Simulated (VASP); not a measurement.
Set up this calculation in VASP 6.6.1, as the native input.

| Property | Result |
| --- | --- |
| Task | single point |
| Functional | LDA |
| Potentials or basis | VASP PAW LDA potentials, release 64 (Nb_sv) |
| Cutoff | 500 eV |
| k mesh | 11 × 11 × 11 |
| Occupations | fermi-dirac, width 0.05 eV |
| Spin | no spin polarisation |
| Dipole correction | no |
| Further INCAR settings | ALGO = Normal; EDIFF = 1e-06; NBANDS = 12 |

The structure of Nb lies in POSCAR:

```
Nb
1.0
   -1.6639500000      1.6639500000      1.6639500000
    1.6639500000     -1.6639500000      1.6639500000
    1.6639500000      1.6639500000     -1.6639500000
Nb
1
Direct
    0.0000000000      0.0000000000      0.0000000000
```

One way to write it, as run:

INCAR

```
PREC = Accurate
ENCUT = 500
EDIFF = 1E-6
ISMEAR = -1
SIGMA = 0.05
LREAL = False
LASPH = True
NELM = 120
ALGO = Normal
ISIF = 2
LWAVE = False
LCHARG = True
GGA = CA
LELF = True
LVHAR = True
NBANDS = 12
GGA_COMPAT = False
```

KPOINTS

```
regular mesh
0
Gamma
  11 11 11
```

Potentials or basis: VASP PAW LDA potentials, release 64 (Nb_sv).

Command:

```sh
$ cat potpaw_LDA.64/Nb_sv/POTCAR > POTCAR
$ mpirun -np 1 vasp_std > vasp.out
```

It gave:

* Pressure: -11.7 GPa

Wall time 18 s on 1 thread of Intel Xeon 8259CL, with other jobs on the host, peak memory 0.13 GiB.
